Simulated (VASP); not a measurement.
# CdSe (Imm2) in VASP: single point with PBEsol

Aim: the single point of CdSe with PBEsol.

All numbers are computed with VASP 6.6.1; they aren't measurements. Logs are shortened: lines on timing, memory, paths and dates and some standing lists are left out, and cuts for length are marked.

### Step 1. The cell of the first run

Symmetry: Imm2, No. 44, orthorhombic system. The conventional cell has a = 4.258 Å, b = 4.345 Å, c = 6.021 Å, α = 90.00°, β = 90.00°, γ = 90.00°. Within 3.5 Å of Cd (site symmetry mm2) lie 4 Se at 2.62 to 2.63 Å. Within 3.5 Å of Se (site symmetry mm2) lie 4 Cd at 2.62 to 2.63 Å.

### Step 2. Single point, PBEsol

Contents of INCAR:

```
SYSTEM = CdSe
PREC = Accurate ; ENCUT = 500
EDIFF = 1E-6 ; ISMEAR = 0
SIGMA = 0.01 ; LREAL = .FALSE.
LASPH = .TRUE. ; NELM = 120
ALGO = Normal ; ISIF = 2
LWAVE = .FALSE. ; LCHARG = .FALSE.
GGA = PS ; NBANDS = 16
GGA_COMPAT = .FALSE.
```

Contents of KPOINTS:

```
Automatic mesh
0
G
  4 4 4
  0 0 0
```

Contents of POSCAR:

```
CdSe
1.0
    0.0307356244      3.0413980497      3.0106624253
    3.0413980497      0.0307356244      3.0106624253
    3.0721336741      3.0721336741      0.0000000000
Cd Se
1 1
Direct
    0.0022091487      0.0022091487     -0.0022091487
    0.2477908513      0.2477908513      0.2522091487
```

Potentials or basis: VASP PAW PBE potentials, release 64 (Cd, Se).

Launch:

```sh
$ cat potpaw_PBE.64/Cd/POTCAR potpaw_PBE.64/Se/POTCAR > POTCAR
$ mpirun -np 1 vasp_std > vasp.out
```

OUTCAR:

```text
SYSTEM = CdSe
   PREC = Accurate
   ENCUT = 500
   EDIFF = 1E-6
   ISMEAR = 0
   LREAL = .FALSE.
   LASPH = .TRUE.
   NELM = 120
   ISIF = 2
   GGA = PS

 ion  position               nearest neighbor table
   1  0.002  0.002  0.998-   2 2.62   2 2.62   2 2.63   2 2.63
   2  0.248  0.248  0.252-   1 2.62   1 2.62   1 2.63   1 2.63

  LATTYP: Found a body centered orthorhombic cell.
 ALAT       =     4.2577196336
 B/A-ratio  =     1.0204178483
 C/A-ratio  =     1.4142135624

  Lattice vectors:

 A1 = (   3.0413980497,   0.0307356244,  -3.0106624253)
 A2 = (  -3.0413980497,  -0.0307356244,  -3.0106624253)
 A3 = (   0.0307356244,   3.0413980497,   3.0106624253)

Analysis of symmetry for initial positions (statically):
=====================================================================
 Subroutine PRICEL returns:
 Original cell was already a primitive cell.

 Routine SETGRP: Setting up the symmetry group for a
 body centered orthorhombic supercell.

 Subroutine GETGRP returns: Found  4 space group operations
 (whereof  4 operations were pure point group operations)
 out of a pool of  8 trial point group operations.

The static configuration has the point symmetry C_2v.

Analysis of symmetry for dynamics (positions and initial velocities):
=====================================================================
 Subroutine PRICEL returns:
 Original cell was already a primitive cell.

 Routine SETGRP: Setting up the symmetry group for a
 body centered orthorhombic supercell.

 Subroutine GETGRP returns: Found  4 space group operations
 (whereof  4 operations were pure point group operations)
 out of a pool of  8 trial point group operations.

The dynamic configuration has the point symmetry C_2v.

 Subroutine INISYM returns: Found  4 space group operations
 (whereof  4 operations are pure point group operations),
 and found     1 'primitive' translations

----------------------------------------------------------------------------------------

                                     Primitive cell

  volume of cell :      55.6922

  direct lattice vectors                    reciprocal lattice vectors
     0.030735624  3.041398050  3.010662425    -0.166076408  0.166076408  0.166076408
     3.041398050  0.030735624  3.010662425     0.166076408 -0.166076408  0.166076408
     3.072133674  3.072133674  0.000000000     0.162753335  0.162753335 -0.166076408

  length of vectors
     4.279618559  4.279618559  4.344653107     0.287652776  0.287652776  0.283828591

  position of ions in fractional coordinates (direct lattice)
     0.002209149  0.002209149  0.997790851
     0.247790851  0.247790851  0.252209149

  ion indices of the primitive-cell ions
   primitive index   ion index
                 1           1
                 2           2

----------------------------------------------------------------------------------------

 KPOINTS: Automatic mesh

Automatic generation of k-mesh.
 Grid dimensions read from file:
 generate k-points for:    4    4    4

 Generating k-lattice:

  Cartesian coordinates                     Fractional coordinates (reciprocal lattice)
    -0.041519102  0.041519102  0.041519102     0.250000000 -0.000000000  0.000000000
     0.041519102 -0.041519102  0.041519102    -0.000000000  0.250000000  0.000000000
     0.040688334  0.040688334 -0.041519102    -0.000000000 -0.000000000  0.250000000

  Length of vectors
     0.071913194  0.071913194  0.070957148

  Shift w.r.t. Gamma in fractional coordinates (k-lattice)
     0.000000000  0.000000000  0.000000000

 Subroutine IBZKPT returns following result:
 ===========================================

 Found     18 irreducible k-points:

 Following reciprocal coordinates:
            Coordinates               Weight
  0.000000  0.000000  0.000000      1.000000
  0.250000  0.000000  0.000000      4.000000
  0.500000  0.000000  0.000000      2.000000
  0.250000  0.250000  0.000000      2.000000
  0.500000  0.250000  0.000000      4.000000
 -0.250000  0.250000  0.000000      2.000000
[... 10 lines left out ...]
  0.250000  0.250000  0.500000      2.000000
 -0.250000  0.250000  0.500000      2.000000
   k-points           NKPTS =     18   k-points in BZ     NKDIM =     18   number of bands    NBANDS=     16
   number of dos      NEDOS =    301   number of ions     NIONS =      2
   total plane-waves  NPLWV =  32768
   dimension x,y,z NGX =    32 NGY =   32 NGZ =   32
   dimension x,y,z NGXF=    64 NGYF=   64 NGZF=   64
   ions per type =               1   1
   NGX,Y,Z   is equivalent  to a cutoff of  12.43, 12.43, 12.24 a.u.
   NGXF,Y,Z  is equivalent  to a cutoff of  24.86, 24.86, 24.49 a.u.
 SYSTEM =  CdSe
   PREC   = accura    normal or accurate (medium, high low for compatibility)
   ISTART =      0    job   : 0-new  1-cont  2-samecut
   ICHARG =      2    charge: 1-file 2-atom 10-const
   ISPIN  =      1    spin polarized calculation?
   LNONCOLLINEAR =      F non collinear calculations
   LSORBIT =      F    spin-orbit coupling
   LASPH  =      T    aspherical Exc in radial PAW
   ENCUT  =  500.0 eV  36.75 Ry    6.06 a.u.   7.80  7.80  7.92*2*pi/ulx,y,z
   NELM   =    120;   NELMIN=  2; NELMDL= -5     # of ELM steps
   EDIFF  = 0.1E-05   stopping-criterion for ELM
   LREAL  =      F    real-space projection
   EDIFFG = 0.1E-04   stopping-criterion for IOM
   NSW    =      0    number of steps for IOM
   IBRION =     -1    ionic relax: 0-MD 1-quasi-New 2-CG
   NFREE  =      0    steps in history (QN), initial steepest desc. (CG)
   ISIF   =      2    stress and relaxation
   ISYM   =      2    0-nonsym 1-usesym 2-fastsym
   POTIM  = 0.5000    time-step for ionic-motion
   TEBEG  =    0.0;   TEEND  =   0.0 temperature during run
   PSTRESS=    0.0 pullay stress
   NELECT =      18.0000    total number of electrons
   NUPDOWN=      -1.0000    fix difference up-down
   EMIN   =  10.00;   EMAX   =-10.00  energy-range for DOS
   EFERMI =   0.00;   METHOD = LEGACY
   ISMEAR =     0;   SIGMA  =   0.01  broadening in eV -4-tet -1-fermi 0-gaus
   EFERMI_NEDOS =   21; number of points for ismear=-14 and -15
   IALGO  =     38    algorithm
   IMIX   =      4    mixing-type and parameters
     AMIX     =   0.40;   BMIX     =  1.00
     AMIX_MAG =   1.60;   BMIX_MAG =  1.00
  volume/ion in A,a.u.               =      27.85       187.91
  Fermi-wavevector in a.u.,A,eV,Ry     =   1.123486  2.123080 17.173551  1.262220
  Thomas-Fermi vector in A             =   2.260152
   LORBIT       =      0    0 simple, 1 ext, 2 COOP (PROOUT), +10 PAW based schemes
   GGA     = PS    functional components
   LHFCALC =     F    Hartree Fock is set to
   AEXX    =    0.0000 exact exchange contribution
   IVDW    =     0    specifies the selected vdW correction
   LEPSILON=     F    determine dielectric tensor
   LRPA    =     F    only Hartree local field effects (RPA)
 non-spin polarized calculation
 Gauss-broadening in eV      SIGMA  =   0.01
  energy-cutoff  :      500.00
  volume of cell :       55.69
 maximum number of plane-waves:      1431
   NGX = 15   NGY = 15   NGZ = 15

 number of electron      18.0000000 magnetization

 Free energy of the ion-electron system (eV)
  ---------------------------------------------------
  ext. energy  EPLUGINS =         0.00000000
  ---------------------------------------------------
  free energy    TOTEN  =        -6.11931546 eV

  energy without entropy =       -6.11931546  energy(sigma->0) =       -6.11931546

 E-fermi :   1.0538     XC(G=0):  -9.1336

 val. band max:        0.9587079977   @ k =   0.0000   0.0000   0.0000
 cond. band min:       1.4066231758   @ k =   0.0000   0.0000   0.0000
 fundamental gap:      0.4479151781
 Fermi energy:         1.0538279218

 k-point     1 :       0.0000    0.0000    0.0000
  band No.  band energies     occupation
      1     -11.7515      2.00000
      2      -7.0615      2.00000
      3      -7.0522      2.00000
      4      -7.0511      2.00000
      5      -6.6677      2.00000
      6      -6.6650      2.00000
[... 8 lines left out ...]
     15      11.9198      0.00000
     16      12.0636      0.00000

 k-point     2 :       0.2500    0.0000    0.0000
  band No.  band energies     occupation
      1     -11.5548      2.00000
      2      -7.0028      2.00000
      3      -6.9955      2.00000
      4      -6.8380      2.00000
      5      -6.6659      2.00000
      6      -6.6625      2.00000
[... 8 lines left out ...]
     15      10.8197      0.00000
     16      11.0010      0.00000

 k-point     3 :       0.5000    0.0000    0.0000
  band No.  band energies     occupation
      1     -11.3547      2.00000
      2      -6.9616      2.00000
      3      -6.9564      2.00000
      4      -6.6418      2.00000
      5      -6.6383      2.00000
      6      -6.3506      2.00000
[... 8 lines left out ...]
     15      12.9385      0.00000
     16      13.1319      0.00000

 k-point     4 :       0.2500    0.2500    0.0000
  band No.  band energies     occupation
      1     -11.4925      2.00000
      2      -6.9316      2.00000
      3      -6.9287      2.00000
      4      -6.8974      2.00000
      5      -6.6710      2.00000
      6      -6.6359      2.00000
[... 8 lines left out ...]
     15      12.4505      0.00000
     16      14.0780      0.00000

 k-point     5 :       0.5000    0.2500    0.0000
  band No.  band energies     occupation
      1     -11.2960      2.00000
      2      -6.9144      2.00000
      3      -6.8680      2.00000
      4      -6.7348      2.00000
      5      -6.6304      2.00000
      6      -6.3189      2.00000
[... 8 lines left out ...]
     15      13.2075      0.00000
     16      13.9187      0.00000

 k-point     6 :      -0.2500    0.2500    0.0000
  band No.  band energies     occupation
      1     -11.3584      2.00000
      2      -6.9322      2.00000
      3      -6.9264      2.00000
      4      -6.6806      2.00000
      5      -6.6793      2.00000
      6      -6.4468      2.00000
[... 8 lines left out ...]
     15      12.2419      0.00000
     16      14.0943      0.00000

 k-point     7 :       0.5000    0.5000    0.0000
  band No.  band energies     occupation
      1     -11.2343      2.00000
      2      -6.8671      2.00000
      3      -6.7861      2.00000
      4      -6.7793      2.00000
      5      -6.6040      2.00000
      6      -6.2867      2.00000
[... 8 lines left out ...]
     15      13.2834      0.00000
     16      14.1921      0.00000

 k-point     8 :       0.0000    0.0000    0.2500
  band No.  band energies     occupation
      1     -11.5606      2.00000
      2      -6.9981      2.00000
      3      -6.9968      2.00000
      4      -6.8474      2.00000
      5      -6.6656      2.00000
      6      -6.6632      2.00000
[... 8 lines left out ...]
     15      10.9756      0.00000
     16      11.0042      0.00000

 k-point     9 :       0.2500   -0.0000    0.2500
  band No.  band energies     occupation
      1     -11.4954      2.00000
      2      -6.9332      2.00000
      3      -6.9259      2.00000
      4      -6.8961      2.00000
      5      -6.6780      2.00000
      6      -6.6354      2.00000
[... 8 lines left out ...]
     15      12.5297      0.00000
     16      14.0445      0.00000
[... 58 lines left out ...]
 k-point    13 :      -0.2500    0.5000    0.2500
  band No.  band energies     occupation
      1     -11.2374      2.00000
      2      -6.8665      2.00000
      3      -6.8543      2.00000
      4      -6.7020      2.00000
      5      -6.6633      2.00000
      6      -6.1619      2.00000
[... 8 lines left out ...]
     15      13.4939      0.00000
     16      14.0371      0.00000

 k-point    14 :       0.0000    0.0000    0.5000
  band No.  band energies     occupation
      1     -11.3655      2.00000
      2      -6.9585      2.00000
      3      -6.9546      2.00000
      4      -6.6484      2.00000
      5      -6.6384      2.00000
      6      -6.3751      2.00000
[... 8 lines left out ...]
     15      12.7818      0.00000
     16      13.1735      0.00000

 k-point    15 :       0.2500   -0.0000    0.5000
  band No.  band energies     occupation
      1     -11.3038      2.00000
      2      -6.9120      2.00000
      3      -6.8658      2.00000
      4      -6.7333      2.00000
      5      -6.6336      2.00000
      6      -6.3411      2.00000
[... 8 lines left out ...]
     15      13.1187      0.00000
     16      13.9283      0.00000

 k-point    16 :       0.5000   -0.0000    0.5000
  band No.  band energies     occupation
      1     -11.2384      2.00000
      2      -6.8625      2.00000
      3      -6.7881      2.00000
      4      -6.7775      2.00000
      5      -6.6050      2.00000
      6      -6.3041      2.00000
[... 8 lines left out ...]
     15      13.2947      0.00000
     16      14.0892      0.00000

 k-point    17 :       0.2500    0.2500    0.5000
  band No.  band energies     occupation
      1     -11.3703      2.00000
      2      -6.9268      2.00000
      3      -6.9256      2.00000
      4      -6.6844      2.00000
      5      -6.6731      2.00000
      6      -6.4774      2.00000
[... 8 lines left out ...]
     15      11.8528      0.00000
     16      13.7686      0.00000

 k-point    18 :      -0.2500    0.2500    0.5000
  band No.  band energies     occupation
      1     -11.2395      2.00000
      2      -6.8686      2.00000
      3      -6.8507      2.00000
      4      -6.7028      2.00000
      5      -6.6614      2.00000
      6      -6.1672      2.00000
[... 8 lines left out ...]
     15      13.5006      0.00000
     16      13.6742      0.00000

------------------------ aborting loop because EDIFF is reached ----------------------------------------

  FORCE on cell =-STRESS in cart. coord.  units (eV):
  Direction    XX          YY          ZZ          XY          YZ          ZX
  --------------------------------------------------------------------------------------
  -------------------------------------------------------------------------------------
  Total        0.3565892      0.3565892      0.4129400     -0.1522553      0.0000000      0.0000000
  in kB       10.2585150     10.2585150     11.8796404     -4.3801469      0.0000000      0.0000000
  external PRESSURE =      10.7988901 kB  Pullay stress =       0.0000000 kB

 VOLUME and BASIS-vectors are now :
 -----------------------------------------------------------------------------
  energy-cutoff  :      500.00
  volume of cell :       55.69
      direct lattice vectors                 reciprocal lattice vectors
     0.030735624  3.041398050  3.010662425    -0.166076408  0.166076408  0.166076408
     3.041398050  0.030735624  3.010662425     0.166076408 -0.166076408  0.166076408
     3.072133674  3.072133674  0.000000000     0.162753335  0.162753335 -0.166076408

 POSITION                                       TOTAL-FORCE (eV/Angst)
 -----------------------------------------------------------------------------------
      3.07213      3.07213      0.01330        -0.000000     -0.000000     -0.000134
      1.53607      1.53607      1.49203         0.000000      0.000000      0.000134
 -----------------------------------------------------------------------------------
    total drift:                                0.000000      0.000000     -0.000100

  FREE ENERGIE OF THE ION-ELECTRON SYSTEM (eV)
  ---------------------------------------------------
  free  energy   TOTEN  =        -6.1193154612 eV

  energy  without entropy=       -6.1193154612  energy(sigma->0) =       -6.11931546
```

Wall time 12 s (1 thread of Intel Xeon Platinum 8375C at 2.90GHz (Ice Lake), shared host); peak memory 0.18 GiB.

Results:

```
Free energy            : -6.1193 eV
Pressure               : 1.1 GPa
Band gap on the k mesh : 0.45 eV
```

Stress tensor (GPa, compression positive):
```
 1.03 -0.44  0.00
-0.44  1.03  0.00
 0.00  0.00  1.19
```

Levels at points of the mesh, in eV from the valence-band top:
| k point | band 6 | band 7 | band 8 | band 9 | band 10 | band 11 | band 12 | band 13 |
| --- | --- | --- | --- | --- | --- | --- | --- | --- |
| (0.00, 0.00, 0.00) | -7.62 | -0.09 | -0.02 | 0.00 | 0.45 | 5.69 | 5.80 | 5.91 |
| (0.50, 0.00, 0.00) | -7.31 | -4.53 | -0.89 | -0.78 | 2.18 | 6.21 | 6.30 | 7.28 |
| (0.50, 0.50, 0.00) | -7.25 | -4.19 | -2.07 | -1.89 | 2.87 | 3.61 | 9.05 | 10.13 |
| (0.00, 0.00, 0.50) | -7.33 | -4.58 | -0.80 | -0.77 | 2.31 | 6.33 | 6.39 | 7.24 |
| (0.50, 0.00, 0.50) | -7.26 | -4.24 | -1.95 | -1.93 | 2.93 | 3.66 | 8.93 | 10.10 |

Caveat: the k points lie up to 0.45 Å⁻¹ apart; the PAW data sets were made with another functional, which shifts forces and pressure a little.
